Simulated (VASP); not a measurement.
# CuO (P1) in VASP: single point with PBE

Aim: the single point of CuO with PBE.

Everything below comes from runs of VASP 6.6.1. Logs are shortened: lines on timing, memory, paths and dates and some standing lists are left out, and cuts for length are marked.

## Step 1: The cell of the first run

The typed cell holds 4 atoms: a = 2.880 Å, b = 2.880 Å, c = 5.176 Å, α = 89.81°, β = 89.81°, γ = 89.22°.

## Step 2: Single point, PBE

INCAR reads:

```
PREC = Accurate
ENCUT = 600
EDIFF = 1E-6
ISMEAR = 0
SIGMA = 0.1
LREAL = False
LASPH = True
NELM = 120
ALGO = Normal
ISIF = 2
LWAVE = False
LCHARG = False
GGA = PE
NBANDS = 25
GGA_COMPAT = False
```

KPOINTS reads:

```
regular mesh
0
Gamma
  8 8 4
```

POSCAR reads:

```
CuO
1.0
    2.8795009639      0.0000000000      0.0000000000
    0.0390727580      2.8792794796      0.0000000000
    0.0174953863      0.0172449008      5.1763391994
Cu O
2 2
Direct
    1.4485000000      0.0086000000      2.5882000000
    0.0195000000      1.4396000000      0.0000000000
    0.0479000000      2.8788000000      1.2947000000
    2.8881000000      0.0177000000      3.8817000000
```

Potentials or basis: VASP PAW PBE potentials, release 64 (Cu, O).

On the command line:

```sh
cat potpaw_PBE.64/Cu/POTCAR potpaw_PBE.64/O/POTCAR > POTCAR
mpirun -np 1 vasp_std > vasp.out
```

OUTCAR:

```text
PREC = Accurate
   ENCUT = 600
   EDIFF = 1E-6
   ISMEAR = 0
   LREAL = False
   LASPH = True
   NELM = 120
   ISIF = 2
   GGA = PE

 ion  position               nearest neighbor table
   1  0.449  0.009  0.588-   3 1.95   4 1.98   4 2.21   3 2.32   2 2.75
   2  0.020  0.440  0.000-   4 1.42   4 1.81   3 1.99   3 2.22   1 2.75
   3  0.048  0.879  0.295-   1 1.95   2 1.99   2 2.22   1 2.32
   4  0.888  0.018  0.882-   2 1.42   2 1.81   1 1.98   1 2.21

  LATTYP: Found a base centered monoclinic cell.
 ALAT       =    11.1169163425
 B/A-ratio  =     0.3638182808
 C/A-ratio  =     0.4656324948
 COS(beta)  =    -0.9295148209

  Lattice vectors:

 A1 = (   2.8620055776,  -0.0172449008,  -5.1763391994)
 A2 = (   0.0215773717,   2.8620345788,  -5.1763391994)
 A3 = (   0.0174953863,   0.0172449008,   5.1763391994)

Analysis of symmetry for initial positions (statically):
=====================================================================
 Subroutine PRICEL returns:
 Original cell was already a primitive cell.

 Routine SETGRP: Setting up the symmetry group for a
 base centered monoclinic supercell.

 Subroutine GETGRP returns: Found  1 space group operations
 (whereof  1 operations were pure point group operations)
 out of a pool of  4 trial point group operations.

The static configuration has the point symmetry C_1 .

Analysis of symmetry for dynamics (positions and initial velocities):
=====================================================================
 Subroutine PRICEL returns:
 Original cell was already a primitive cell.

 Routine SETGRP: Setting up the symmetry group for a
 base centered monoclinic supercell.

 Subroutine GETGRP returns: Found  1 space group operations
 (whereof  1 operations were pure point group operations)
 out of a pool of  4 trial point group operations.

The dynamic configuration has the point symmetry C_1 .

 Subroutine INISYM returns: Found  1 space group operations
 (whereof  1 operations are pure point group operations),
 and found     1 'primitive' translations

----------------------------------------------------------------------------------------

                                     Primitive cell

  volume of cell :      42.9164

[... 87 lines left out ...]
   LNONCOLLINEAR =      F non collinear calculations
   LSORBIT =      F    spin-orbit coupling
   LASPH  =      T    aspherical Exc in radial PAW
   ENCUT  =  600.0 eV  44.10 Ry    6.64 a.u.   5.75  5.75 10.34*2*pi/ulx,y,z
   NELM   =    120;   NELMIN=  2; NELMDL= -5     # of ELM steps
   EDIFF  = 0.1E-05   stopping-criterion for ELM
   LREAL  =      F    real-space projection
   EDIFFG = 0.1E-04   stopping-criterion for IOM
   NSW    =      0    number of steps for IOM
   IBRION =     -1    ionic relax: 0-MD 1-quasi-New 2-CG
   NFREE  =      0    steps in history (QN), initial steepest desc. (CG)
   ISIF   =      2    stress and relaxation
   ISYM   =      2    0-nonsym 1-usesym 2-fastsym
   POTIM  = 0.5000    time-step for ionic-motion
   TEBEG  =    0.0;   TEEND  =   0.0 temperature during run
   PSTRESS=    0.0 pullay stress
   NELECT =      34.0000    total number of electrons
   NUPDOWN=      -1.0000    fix difference up-down
   EMIN   =  10.00;   EMAX   =-10.00  energy-range for DOS
   EFERMI =   0.00;   METHOD = LEGACY
   ISMEAR =     0;   SIGMA  =   0.10  broadening in eV -4-tet -1-fermi 0-gaus
   EFERMI_NEDOS =   21; number of points for ismear=-14 and -15
   IALGO  =     38    algorithm
   IMIX   =      4    mixing-type and parameters
     AMIX     =   0.40;   BMIX     =  1.00
     AMIX_MAG =   1.60;   BMIX_MAG =  1.00
  volume/ion in A,a.u.               =      10.73        72.40
  Fermi-wavevector in a.u.,A,eV,Ry     =   1.514816  2.862587 31.220846  2.294667
  Thomas-Fermi vector in A             =   2.624423
   LORBIT       =      0    0 simple, 1 ext, 2 COOP (PROOUT), +10 PAW based schemes
   GGA     = PE    functional components
   LHFCALC =     F    Hartree Fock is set to
   AEXX    =    0.0000 exact exchange contribution
   IVDW    =     0    specifies the selected vdW correction
   LEPSILON=     F    determine dielectric tensor
   LRPA    =     F    only Hartree local field effects (RPA)
 non-spin polarized calculation
 Gauss-broadening in eV      SIGMA  =   0.10
  energy-cutoff  :      600.00
  volume of cell :       42.92
 maximum number of plane-waves:      1448
   NGX = 11   NGY = 11   NGZ = 21

 number of electron      34.0000001 magnetization

 Free energy of the ion-electron system (eV)
  ---------------------------------------------------
  ext. energy  EPLUGINS =         0.00000000
  ---------------------------------------------------
  free energy    TOTEN  =       -14.97846117 eV

  energy without entropy =      -14.96247320  energy(sigma->0) =      -14.97046718

 E-fermi :   4.9865     XC(G=0): -11.4953

 val. band max:        4.9761713592   @ k =  -0.2500   0.1250  -0.2500
 cond. band min:       4.9886849211   @ k =   0.0000   0.0000   0.2500
 fundamental gap:      0.0125135619
 Fermi energy:         4.9864661516

 k-point     1 :       0.0000    0.0000    0.0000
  band No.  band energies     occupation
      1     -16.4209      2.00000
      2     -12.6334      2.00000
      3      -3.9839      2.00000
      4      -3.2933      2.00000
      5      -1.4063      2.00000
      6       0.5268      2.00000
[... 661 lines left out ...]
     24      18.3174      0.00000
     25      18.6525      0.00000

 [... further k-points ...]

------------------------ aborting loop because EDIFF is reached ----------------------------------------

  FORCE on cell =-STRESS in cart. coord.  units (eV):
  Direction    XX          YY          ZZ          XY          YZ          ZX
  --------------------------------------------------------------------------------------
  -------------------------------------------------------------------------------------
  Total        3.1691674     24.6354837      5.5397376      5.9898608      8.9645790      4.6521186
  in kB      118.3128669    919.7036259    206.8121276    223.6163379    334.6699399    173.6751118
  external PRESSURE =     414.9428735 kB  Pullay stress =       0.0000000 kB

 VOLUME and BASIS-vectors are now :
 -----------------------------------------------------------------------------
  energy-cutoff  :      600.00
  volume of cell :       42.92
      direct lattice vectors                 reciprocal lattice vectors
     2.879500964  0.000000000  0.000000000     0.347282398 -0.004712735 -0.001158071
     0.039072758  2.879279480  0.000000000     0.000000000  0.347309112 -0.001157055
     0.017495386  0.017244901  5.176339199     0.000000000  0.000000000  0.193186722

 POSITION                                       TOTAL-FORCE (eV/Angst)
 -----------------------------------------------------------------------------------
      1.30208      0.03491      3.04472         0.226526     -0.907627     -1.665169
      0.07333      1.26573      0.00000         5.156268     14.896174     11.872477
      0.17742      2.53539      1.52547         0.288512      0.753211      1.777507
      2.57340      0.06617      4.56398        -5.671306    -14.741758    -11.984816
 -----------------------------------------------------------------------------------
    total drift:                               -0.000648      0.001045     -0.001493

  FREE ENERGIE OF THE ION-ELECTRON SYSTEM (eV)
  ---------------------------------------------------
  free  energy   TOTEN  =       -14.9784611703 eV

  energy  without entropy=      -14.9624731960  energy(sigma->0) =      -14.97046718
```

stdout:

```text
POSCAR found type information on POSCAR CuO
 POSCAR found :  2 types and       4 ions
 scaLAPACK will be used
 LDA part: xc-table for (Slater+PW92), standard interpolation
 POSCAR, INCAR and KPOINTS ok, starting setup
 FFT: planning ... GRIDC
 FFT: planning ... GRID_SOFT
 FFT: planning ... GRID
 WAVECAR not read
 entering main loop
```

Wall time 5.3 min (1 thread of Oxide Virtual Turin-like, shared host); peak memory 0.24 GiB.

Results:

```yaml
Free_energy: -14.9785 eV
Pressure: 41.5 GPa
Largest_force: 19.827 eV/Å
Band_gap_on_the_k_mesh: zero (bands 17 and 18 overlap by 0.56 eV)
```

Forces in eV/Å, atoms in the order of the input:
```
Cu    0.227  -0.908  -1.665
Cu    5.156  14.896  11.872
O     0.289   0.753   1.778
O    -5.671 -14.742 -11.985
```

Stress tensor (GPa, compression positive):
```
11.83 22.36 17.37
22.36 91.97 33.47
17.37 33.47 20.68
```

Caveat: the stress differs along the axes, from 12 to 92 GPa; semilocal functionals often make such compounds metallic where correlation or magnetic order opens a gap, which also shifts bond lengths; forces of over 1 eV/Å act on the atoms, so gaps and moduli don't describe the material at rest. With open d or f shells a metallic result of PBE can be an artefact of self-interaction; +U or a hybrid may open a gap.
